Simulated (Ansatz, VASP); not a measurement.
## Al2O3: VASP beside Ansatz

```xyz
10
Lattice="2.4039 1.3879 4.3742 -2.4039 1.3879 4.3742 0.0000 -2.7758 4.3742" Properties=species:S:1:pos:R:3 pbc="T T T"
Al    0.0000    0.0000    8.5024
Al    0.0000    0.0000   11.1815
Al    0.0000    0.0000    1.9411
Al    0.0000    0.0000    4.6202
O     0.9311   -1.3879    5.4678
O     1.6675    0.1124    7.6549
O    -1.6675   -0.1124    5.4678
O     0.7364    1.5003    5.4678
O    -0.7364   -1.5003    7.6549
O    -0.9311    1.3879    7.6549
```

Alike in both runs: task single point; functional PBE; k mesh 2 × 2 × 2; occupations fermi-dirac, width 0.01 eV; no spin polarisation.

|  | VASP | Ansatz |
| --- | --- | --- |
| version | VASP 6.6.1 | Ansatz 0.2.0 |
| potentials or method | VASP PAW PBE potentials, release 64 (Al, O), cutoff 600 eV | plane-wave PAW DFT |
| valence electrons in the cell | 48 | 48 |

|  | VASP | Ansatz | Ansatz less VASP |
| --- | --- | --- | --- |
| gap on the k mesh at the Fermi level (eV) | 5.85 | 5.85 | +0.005 |
| rms of the force components (eV/Å) | 0.012 | 0.009 | -0.0026 |

Atom by atom the forces differ by 0.003 eV/Å (rms over components). The functional is the same, so the differences come from potentials, cutoffs and numerics.

The k mesh is coarse, so the values compare programs but aren't converged.
